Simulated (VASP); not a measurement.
Crystal: Ti.

```
CELL_PARAMETERS angstrom
2.93908 0.00000 0.00000
-1.46954 2.54531 0.00000
0.00000 0.00000 4.65599
ATOMIC_POSITIONS crystal
Ti 0.33333 0.66667 0.25000
Ti 0.66667 0.33333 0.75000
```

Base run:

```yaml
Program: VASP 6.6.1
Functional: PBE
Potentials_or_basis: VASP PAW PBE potentials, release 64 (Ti_sv)
Cutoff: 520 eV
k_mesh: 12 × 12 × 7
Occupations: fermi-dirac, width 1 eV
Spin: no spin polarisation
```

Its results: band gap on the k mesh zero (band 12 reaches 9.45 eV, above the bottom of band 13 at 8.24 eV); pressure 17.2 GPa.

Question: The run is repeated on the same cell with these changes: occupations from fermi-dirac, width 1 eV to fermi-dirac, width 0.03 eV. What comes out?

Answer: Band gap on the k mesh zero (band 12 reaches 9.08 eV, above the bottom of band 13 at 8.01 eV); pressure -0.3 GPa.
